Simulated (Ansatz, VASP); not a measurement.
## Ru in VASP and in Ansatz

Contents of INCAR:

```
  PREC = Accurate
  ENCUT = 500
  EDIFF = 1E-7
  ISMEAR = 0
  SIGMA = 0.1
  LREAL = F
  LASPH = T
  NELM = 120
  ALGO = Normal
  ISIF = 3
  LWAVE = F
  LCHARG = F
  IBRION = 2
  NSW = 100
  EDIFFG = -0.005
  GGA_COMPAT = F
  NELMIN = 4
```

KPOINTS

```
Automatic mesh
0
Gamma
  18 18 10
```

Contents of POSCAR:

```
Ru
1.0
    2.6719575172      0.0000000000      0.0000000000
   -1.3359787586      2.3139830878      0.0000000000
    0.0000000000      0.0000000000      4.2299482348
Ru
2
Direct
    0.3333333333      0.6666666667      0.2500000000
    0.6666666667      0.3333333333      0.7500000000
```

Input for Ansatz:

```yaml
crystal:
  lattice:
    - [2.6719575172, 0.0, 0.0]
    - [-1.3359787586, 2.3139830878, 0.0]
    - [0.0, 0.0, 4.2299482348]
  atoms:
    - { symbol: Ru, position: [0.3333333333, 0.6666666667, 0.25] }
    - { symbol: Ru, position: [0.6666666667, 0.3333333333, 0.75] }
basis:
  ecutwfc: 420
kpoints:
  mp_grid: { grid: [18, 18, 10] }
hamiltonian:
  xc: lda
scf:
  occupations: { method: gaussian, width: 0.1 }
output:
  forces: true
  stress: true
  eigenvalues: true
  write_density: true
  write_potential: true
  elf: true
  volumetric_format: npy
relax:
  adjacent_minimum: "off"
  f_tol: 0.005
  max_steps: 80
  cell: { stress_tol: 0.05 }
```

Alike in both runs: task relaxation of cell and atoms; functional LDA; k mesh 18 × 18 × 10; occupations gaussian, width 0.1 eV; no spin polarisation.

|  | VASP | Ansatz |
| --- | --- | --- |
| version | VASP 6.6.1 | Ansatz 0.2.0 |
| potentials or method | VASP PAW LDA potentials, release 64 (Ru_pv), cutoff 500 eV | scalar-relativistic, plane waves, PAW |
| valence electrons in the cell | 28 | 32 |

VASP gave:

```
gap on the k mesh at the Fermi level, each at its own relaxed structure (eV) : none
relaxed volume (Å³/atom)                                                     : 13.12
relaxed cell length with the largest relative difference (Å)                 : 4.230
```

Q: What did Ansatz give for the same quantities?

A: gap on the k mesh at the Fermi level, each at its own relaxed structure (eV): none; relaxed volume (Å³/atom): 13.08; relaxed cell length with the largest relative difference (Å): 4.226.

LDA's correlation is that of Perdew and Zunger in VASP and of Perdew and Wang (1992) in Ansatz. A gap of «none» marks a metal or a gap that the smearing closes. VASP's potentials hold 28 valence electrons a cell and Ansatz's 32, so a difference there can come from the potentials and not from the codes.
